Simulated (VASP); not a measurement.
**BN: single point with r2SCAN**

The system is BN.

```
B N
1.0
     2.50094    0.00000    0.00000
    -1.25047    2.16588    0.00000
     0.00000    0.00000    6.87212
B N
2 2
Direct
  0.33333 0.66667 0.25000
  0.66667 0.33333 0.75000
  0.33333 0.66667 0.75000
  0.66667 0.33333 0.25000
```

```
Program             : VASP 6.6.1
Task                : single point
Functional          : r2SCAN
Potentials or basis : VASP PAW PBE potentials, release 64 (B, N)
Cutoff              : 520 eV
k mesh              : 12 × 12 × 4
Occupations         : methfessel-paxton, width 0.05 eV
Spin                : no spin polarisation
```

```
Pressure               : 0.4 GPa
Band gap on the k mesh : 4.93 eV (least direct gap 5.37 eV)
```

Stress tensor (GPa, compression positive):
```
 0.69  0.00  0.00
 0.00  0.69  0.00
 0.00  0.00 -0.23
```

Levels at points of the mesh, in eV from the valence-band top:
| k point | band 4 | band 5 | band 6 | band 7 | band 8 | band 9 | band 10 | band 11 | band 12 | band 13 |
| --- | --- | --- | --- | --- | --- | --- | --- | --- | --- | --- |
| (0.00, 0.00, 0.00) | -4.40 | -1.35 | -1.35 | -1.32 | -1.32 | 5.40 | 10.61 | 12.34 | 12.34 | 12.44 |
| (0.50, 0.00, 0.00) | -9.22 | -4.29 | -4.24 | -1.35 | -0.51 | 4.93 | 6.19 | 10.21 | 10.73 | 13.13 |
| (0.00, 0.00, 0.50) | -5.42 | -1.34 | -1.34 | -1.34 | -1.34 | 7.70 | 7.70 | 12.39 | 12.39 | 12.39 |
| (0.50, 0.00, 0.50) | -9.25 | -4.27 | -4.27 | -0.92 | -0.92 | 5.36 | 5.36 | 10.65 | 10.65 | 14.12 |

It took 3.6 min on 1 thread of Intel Xeon 8259CL, with other jobs on the host, peak memory 0.17 GiB.

Caveat: the PAW data sets were made with another functional, which shifts forces and pressure a little. r2SCAN opens gaps a little over a GGA but as a rule still falls short of measured ones.
